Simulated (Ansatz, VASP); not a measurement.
# Zr: VASP beside Ansatz

```
CELL_PARAMETERS angstrom
3.24274 0.00000 0.00000
-1.62137 2.80829 0.00000
0.00000 0.00000 5.16410
ATOMIC_POSITIONS crystal
Zr 0.33333 0.66667 0.25000
Zr 0.66667 0.33333 0.75000
```

Change from the starting cell: volume scaled by 1.01.

Alike in both runs: task single point; functional LDA; k mesh 13 × 13 × 7; occupations fermi-dirac, width 0.03 eV; no spin polarisation.

|  | VASP | Ansatz |
| --- | --- | --- |
| version | VASP 6.6.1 | Ansatz 0.2.0 |
| potentials or method | VASP PAW LDA potentials, release 64 (Zr_sv), cutoff 520 eV | all-electron LAPW, scalar-relativistic |

```tsv
	VASP	Ansatz	Ansatz less VASP
pressure (GPa)	-6.8	-6.9	-0.06
traceless stress, the component that is largest in VASP (GPa)	0.51	0.49	-0.015
```

LDA's correlation is that of Perdew and Zunger in VASP and of Perdew and Wang (1992) in Ansatz. Ansatz ran all-electron here, and VASP with PAW potentials.
